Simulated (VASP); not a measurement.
Set up this calculation in VASP 6.6.1, as the native input.

```yaml
Task: single point
Functional: LDA
Potentials_or_basis: VASP PAW LDA potentials, release 64 (Mg, Au)
Cutoff: 520 eV
k_mesh: 9 × 9 × 9
Occupations: methfessel-paxton, width 0.1 eV
Spin: no spin polarisation
Dipole_correction: no
Further_INCAR_settings: ALGO = Normal; EDIFF = 1e-06; NBANDS = 14
```

The structure of MgAu lies in POSCAR:

```
MgAu
1.0
    3.2371268577      0.0000000000      0.0000000000
    0.0000000000      3.2371268577      0.0000000000
    0.0000000000      0.0000000000      3.2371268577
Mg Au
1 1
Direct
    0.5000000000      0.5000000000      0.5000000000
    0.0000000000      0.0000000000      0.0000000000
```

These files were run (other wordings do the same):

INCAR

```
ALGO     = Normal         # electronic algorithm
EDIFF    = 1E-6           # SCF threshold, eV
ENCUT    = 520            # plane-wave cutoff, eV
GGA      = CA             # functional
ISIF     = 2              # what is computed and relaxed
ISMEAR   = 1              # smearing method
LASPH    = T              # aspherical terms in the spheres
LCHARG   = F              # write CHGCAR
LREAL    = F              # projectors in reciprocal space
LWAVE    = F              # write WAVECAR
NBANDS   = 14             # bands
NELM     = 100            # most SCF steps
PREC     = Accurate       # precision mode
SIGMA    = 0.1            # smearing width, eV
```

KPOINTS

```
k-points
0
Gamma
  9 9 9
```

Potentials or basis: VASP PAW LDA potentials, release 64 (Mg, Au).

Run with:

```console
$ cat potpaw_LDA.64/Mg/POTCAR potpaw_LDA.64/Au/POTCAR > POTCAR
$ mpirun -np 1 vasp_std > vasp.out
```

Results of the run:

```json
{
  "Pressure": "-2.1 GPa"
}
```

Wall time 14 s on 1 thread of Intel Xeon 8259CL (shared host), peak memory 0.14 GiB.
